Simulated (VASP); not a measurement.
# NaI (Immm) in VASP: further runs

Runs on NaI. Level: PBE. Tasks: single point.

Everything below comes from runs of VASP 6.6.1. Logs are shortened: lines on timing, memory, paths and dates and some standing lists are left out, and cuts for length are marked.

## Step 1: The cell of the first run

It takes space group Immm (No. 71, orthorhombic). Conventional cell: a = 4.566 Å, b = 4.588 Å, c = 6.473 Å, α = 90.00°, β = 90.00°, γ = 90.00°. Within 4.3 Å of Na (site symmetry mmm) lie 6 I at 3.24 Å. Within 4.3 Å of I (site symmetry mmm) lie 6 Na at 3.24 Å.

## Step 2: Single point, PBE (strain +0.0050 x Voigt [0, 0, 0, 0, 1, 0])

INCAR

```
  PREC = Accurate
  ENCUT = 520
  EDIFF = 1E-7
  ISMEAR = 0
  SIGMA = 0.05
  LREAL = F
  LASPH = T
  NELM = 100
  ALGO = Normal
  ISIF = 2
  LWAVE = F
  LCHARG = F
  GGA = PE
  NBANDS = 14
```

KPOINTS

```
Automatic mesh
0
Gamma
  6 6 6
```

POSCAR

```
NaI
1.0
    0.0080910000      3.2364000000      3.2364000000
    3.2444910000      0.0000000000      3.2444910000
    3.2364000000      3.2364000000      0.0080910000
Na I
1 1
Direct
    0.0000000000      0.0000000000      0.0000000000
    0.5000000000      0.5000000000      0.5000000000
```

Potentials or basis: VASP PAW PBE potentials, release 64 (Na_pv, I).

The run is started by

```console
cat potpaw_PBE.64/Na_pv/POTCAR potpaw_PBE.64/I/POTCAR > POTCAR
mpirun -np 1 vasp_std > vasp.out
```

OUTCAR:

```text
PREC = Accurate
   ENCUT = 520
   EDIFF = 1E-7
   ISMEAR = 0
   LREAL = F
   LASPH = T
   NELM = 100
   ISIF = 2
   GGA = PE

 ion  position               nearest neighbor table
   1  0.000  0.000  0.000-
   2  0.500  0.500  0.500-

  LATTYP: Found a body centered orthorhombic cell.
 ALAT       =     4.5655183713
 B/A-ratio  =     1.0050125313
 C/A-ratio  =     1.4177579573

  Lattice vectors:

 A1 = (   0.0080910000,  -3.2364000000,   3.2364000000)
 A2 = (  -0.0080910000,  -3.2364000000,  -3.2364000000)
 A3 = (   3.2364000000,   3.2364000000,   0.0080910000)

Analysis of symmetry for initial positions (statically):
=====================================================================
 Subroutine PRICEL returns:
 Original cell was already a primitive cell.

 Routine SETGRP: Setting up the symmetry group for a
 body centered orthorhombic supercell.

 Subroutine GETGRP returns: Found  8 space group operations
 (whereof  8 operations were pure point group operations)
 out of a pool of  8 trial point group operations.

The static configuration has the point symmetry D_2h.

Analysis of symmetry for dynamics (positions and initial velocities):
=====================================================================
 Subroutine PRICEL returns:
 Original cell was already a primitive cell.

 Routine SETGRP: Setting up the symmetry group for a
 body centered orthorhombic supercell.

 Subroutine GETGRP returns: Found  8 space group operations
 (whereof  8 operations were pure point group operations)
 out of a pool of  8 trial point group operations.

The dynamic configuration has the point symmetry D_2h.

 Subroutine INISYM returns: Found  8 space group operations
 (whereof  8 operations are pure point group operations),
 and found     1 'primitive' translations

----------------------------------------------------------------------------------------

                                     Primitive cell

  volume of cell :      67.7975

  direct lattice vectors                    reciprocal lattice vectors
     0.008091000  3.236400000  3.236400000    -0.154879846  0.154492646  0.154879846
     3.244491000  0.000000000  3.244491000     0.154107378 -0.154492646  0.154107378
     3.236400000  3.236400000  0.008091000     0.154879846  0.154492646 -0.154879846

  length of vectors
     4.576967925  4.588403175  4.576967925     0.268036399  0.267144428  0.268036399

  position of ions in fractional coordinates (direct lattice)
     0.000000000  0.000000000  0.000000000
     0.500000000  0.500000000  0.500000000

  ion indices of the primitive-cell ions
   primitive index   ion index
                 1           1
                 2           2

----------------------------------------------------------------------------------------

 KPOINTS: Automatic mesh

Automatic generation of k-mesh.
 Grid dimensions read from file:
 generate k-points for:    6    6    6

 Generating k-lattice:

  Cartesian coordinates                     Fractional coordinates (reciprocal lattice)
    -0.025813308  0.025748774  0.025813308     0.166666667  0.000000000 -0.000000000
     0.025684563 -0.025748774  0.025684563     0.000000000  0.166666667  0.000000000
     0.025813308  0.025748774 -0.025813308    -0.000000000  0.000000000  0.166666667

  Length of vectors
     0.044672733  0.044524071  0.044672733

  Shift w.r.t. Gamma in fractional coordinates (k-lattice)
     0.000000000  0.000000000  0.000000000

 Subroutine IBZKPT returns following result:
 ===========================================

 Found     46 irreducible k-points:

 Following reciprocal coordinates:
            Coordinates               Weight
  0.000000  0.000000  0.000000      1.000000
  0.166667  0.000000  0.000000      4.000000
  0.333333  0.000000  0.000000      4.000000
  0.500000  0.000000  0.000000      2.000000
  0.000000  0.166667 -0.000000      4.000000
  0.166667  0.166667  0.000000      4.000000
[... 16 lines left out ...]
  0.500000  0.000000  0.166667      4.000000
 -0.333333  0.000000  0.166667      4.000000
 [... further k-points ...]
   k-points           NKPTS =     46   k-points in BZ     NKDIM =     46   number of bands    NBANDS=     14
   number of dos      NEDOS =    301   number of ions     NIONS =      2
   total plane-waves  NPLWV =  46656
   dimension x,y,z NGX =    36 NGY =   36 NGZ =   36
   dimension x,y,z NGXF=    72 NGYF=   72 NGZF=   72
   ions per type =               1   1
   NGX,Y,Z   is equivalent  to a cutoff of  13.08, 13.04, 13.08 a.u.
   NGXF,Y,Z  is equivalent  to a cutoff of  26.15, 26.09, 26.15 a.u.
 SYSTEM =  unknown system
   PREC   = accura    normal or accurate (medium, high low for compatibility)
   ISTART =      0    job   : 0-new  1-cont  2-samecut
   ICHARG =      2    charge: 1-file 2-atom 10-const
   ISPIN  =      1    spin polarized calculation?
   LNONCOLLINEAR =      F non collinear calculations
   LSORBIT =      F    spin-orbit coupling
   LASPH  =      T    aspherical Exc in radial PAW
   ENCUT  =  520.0 eV  38.22 Ry    6.18 a.u.   8.51  8.53  8.51*2*pi/ulx,y,z
   NELM   =    100;   NELMIN=  2; NELMDL= -5     # of ELM steps
   EDIFF  = 0.1E-06   stopping-criterion for ELM
   LREAL  =      F    real-space projection
   EDIFFG = 0.1E-05   stopping-criterion for IOM
   NSW    =      0    number of steps for IOM
   IBRION =     -1    ionic relax: 0-MD 1-quasi-New 2-CG
   NFREE  =      0    steps in history (QN), initial steepest desc. (CG)
   ISIF   =      2    stress and relaxation
   ISYM   =      2    0-nonsym 1-usesym 2-fastsym
   POTIM  = 0.5000    time-step for ionic-motion
   TEBEG  =    0.0;   TEEND  =   0.0 temperature during run
   PSTRESS=    0.0 pullay stress
   NELECT =      14.0000    total number of electrons
   NUPDOWN=      -1.0000    fix difference up-down
   EMIN   =  10.00;   EMAX   =-10.00  energy-range for DOS
   EFERMI =   0.00;   METHOD = LEGACY
   ISMEAR =     0;   SIGMA  =   0.05  broadening in eV -4-tet -1-fermi 0-gaus
   EFERMI_NEDOS =   21; number of points for ismear=-14 and -15
   IALGO  =     38    algorithm
   IMIX   =      4    mixing-type and parameters
     AMIX     =   0.40;   BMIX     =  1.00
     AMIX_MAG =   1.60;   BMIX_MAG =  1.00
  volume/ion in A,a.u.               =      33.90       228.76
  Fermi-wavevector in a.u.,A,eV,Ry     =   0.967638  1.828571 12.739450  0.936323
  Thomas-Fermi vector in A             =   2.097540
   LORBIT       =      0    0 simple, 1 ext, 2 COOP (PROOUT), +10 PAW based schemes
   GGA     = PE    functional components
   LHFCALC =     F    Hartree Fock is set to
   AEXX    =    0.0000 exact exchange contribution
   IVDW    =     0    specifies the selected vdW correction
   LEPSILON=     F    determine dielectric tensor
   LRPA    =     F    only Hartree local field effects (RPA)
 non-spin polarized calculation
 Gauss-broadening in eV      SIGMA  =   0.05
  energy-cutoff  :      520.00
  volume of cell :       67.80
 maximum number of plane-waves:      1851
 NGX is ok and might be reduce to    36
   NGX = 17   NGY = 17   NGZ = 17

 number of electron      13.9999993 magnetization

 Free energy of the ion-electron system (eV)
  ---------------------------------------------------
  ext. energy  EPLUGINS =         0.00000000
  ---------------------------------------------------
  free energy    TOTEN  =        -5.38488861 eV

  energy without entropy =       -5.38488861  energy(sigma->0) =       -5.38488861

 E-fermi :   1.1291     XC(G=0):  -7.7046

 val. band max:        0.8178157319   @ k =   0.0000   0.0000   0.0000
 cond. band min:       4.4473945788   @ k =   0.0000   0.0000   0.0000
 fundamental gap:      3.6295788470
 Fermi energy:         1.1291157801

 k-point     1 :       0.0000    0.0000    0.0000
  band No.  band energies     occupation
      1     -21.6326      2.00000
      2     -21.6324      2.00000
      3     -21.6321      2.00000
      4     -10.2106      2.00000
      5       0.7961      2.00000
      6       0.8068      2.00000
      7       0.8178      2.00000
      8       4.4474      0.00000
      9       8.7082      0.00000
     10       8.7365      0.00000
     11       8.7647      0.00000
     12      10.5545      0.00000
     13      10.5548      0.00000
     14      11.2424      0.00000

 k-point     2 :       0.1667    0.0000    0.0000
  band No.  band energies     occupation
      1     -21.6339      2.00000
      2     -21.6326      2.00000
      3     -21.6322      2.00000
      4     -10.1362      2.00000
      5       0.0792      2.00000
      6       0.7210      2.00000
      7       0.7339      2.00000
      8       5.2585      0.00000
      9       8.2641      0.00000
     10       8.9013      0.00000
     11       8.9350      0.00000
     12      10.0316      0.00000
     13      10.0491      0.00000
     14      11.6115      0.00000

 k-point     3 :       0.3333    0.0000    0.0000
  band No.  band energies     occupation
      1     -21.6365      2.00000
      2     -21.6327      2.00000
      3     -21.6324      2.00000
      4      -9.9785      2.00000
      5      -0.9517      2.00000
      6       0.5809      2.00000
      7       0.5910      2.00000
      8       5.9047      0.00000
      9       8.4844      0.00000
     10       8.5092      0.00000
     11       8.8105      0.00000
     12      10.9408      0.00000
     13      11.0651      0.00000
     14      11.1056      0.00000

 k-point     4 :       0.5000    0.0000    0.0000
  band No.  band energies     occupation
      1     -21.6379      2.00000
      2     -21.6328      2.00000
      3     -21.6325      2.00000
      4      -9.8946      2.00000
      5      -1.3712      2.00000
      6       0.5152      2.00000
      7       0.5240      2.00000
      8       5.8936      0.00000
      9       8.2267      0.00000
     10       8.2521      0.00000
     11       9.5419      0.00000
     12      11.1128      0.00000
     13      13.0499      0.00000
     14      13.0970      0.00000

 k-point     5 :       0.0000    0.1667   -0.0000
  band No.  band energies     occupation
      1     -21.6335      2.00000
      2     -21.6327      2.00000
      3     -21.6324      2.00000
      4     -10.1371      2.00000
      5       0.0684      2.00000
      6       0.7296      2.00000
      7       0.7426      2.00000
      8       5.2587      0.00000
      9       8.2441      0.00000
     10       8.9161      0.00000
     11       8.9498      0.00000
[... 276 lines left out ...]
 k-point    22 :       0.3333    0.0000    0.1667
  band No.  band energies     occupation
      1     -21.6355      2.00000
      2     -21.6332      2.00000
      3     -21.6328      2.00000
      4      -9.9864      2.00000
      5      -0.6611      2.00000
      6       0.4004      2.00000
      7       0.4198      2.00000
      8       6.2874      0.00000
      9       7.6200      0.00000
     10       8.0788      0.00000
     11       9.3325      0.00000
     12      10.4936      0.00000
     13      11.6361      0.00000
     14      12.5317      0.00000

 k-point    23 :       0.5000    0.0000    0.1667
  band No.  band energies     occupation
      1     -21.6371      2.00000
      2     -21.6335      2.00000
      3     -21.6328      2.00000
      4      -9.8766      2.00000
      5      -1.1705      2.00000
      6       0.1394      2.00000
      7       0.3863      2.00000
      8       6.4513      0.00000
      9       7.5023      0.00000
     10       8.8116      0.00000
     11       9.1067      0.00000
     12      11.4644      0.00000
     13      12.5899      0.00000
     14      13.0398      0.00000

 k-point    24 :      -0.3333    0.0000    0.1667
  band No.  band energies     occupation
      1     -21.6368      2.00000
      2     -21.6337      2.00000
      3     -21.6325      2.00000
      4      -9.9022      2.00000
      5      -1.0522      2.00000
      6       0.0669      2.00000
      7       0.5100      2.00000
      8       6.6348      0.00000
      9       7.6364      0.00000
     10       8.6746      0.00000
     11       8.8141      0.00000
     12      10.8488      0.00000
     13      12.2396      0.00000
     14      12.8284      0.00000

 [... further k-points ...]
[... 5 lines left out ...]
  --------------------------------------------------------------------------------------
  -------------------------------------------------------------------------------------
  Total        0.1820683      0.1818896      0.1820683      0.0000000      0.0000000     -0.0151501
  in kB        4.3026000      4.2983773      4.3026000      0.0000000      0.0000000     -0.3580239
  external PRESSURE =       4.3011924 kB  Pullay stress =       0.0000000 kB

 VOLUME and BASIS-vectors are now :
 -----------------------------------------------------------------------------
  energy-cutoff  :      520.00
  volume of cell :       67.80
      direct lattice vectors                 reciprocal lattice vectors
     0.008091000  3.236400000  3.236400000    -0.154879846  0.154492646  0.154879846
     3.244491000  0.000000000  3.244491000     0.154107378 -0.154492646  0.154107378
     3.236400000  3.236400000  0.008091000     0.154879846  0.154492646 -0.154879846

 POSITION                                       TOTAL-FORCE (eV/Angst)
 -----------------------------------------------------------------------------------
      0.00000      0.00000      0.00000        -0.000000     -0.000000      0.000000
      3.24449      3.23640      3.24449         0.000000      0.000000     -0.000000
 -----------------------------------------------------------------------------------
    total drift:                                0.000000      0.000000      0.000000

  FREE ENERGIE OF THE ION-ELECTRON SYSTEM (eV)
  ---------------------------------------------------
  free  energy   TOTEN  =        -5.3848886135 eV

  energy  without entropy=       -5.3848886135  energy(sigma->0) =       -5.38488861
```

It took 30 s on 1 thread of Intel Xeon Platinum 8488C (Sapphire Rapids), shared host; peak memory 0.22 GiB.

Results:

```yaml
Free_energy: -5.3849 eV
Pressure: 0.4 GPa
Band_gap_on_the_k_mesh: 3.63 eV
```

Caveat: the cell differs from its parent crystal (strain +0.0050 x Voigt [0, 0, 0, 0, 1, 0]); spin-orbit coupling is left out, which moves the levels of the heavy elements.

(Part 1 of 2 ends here.)
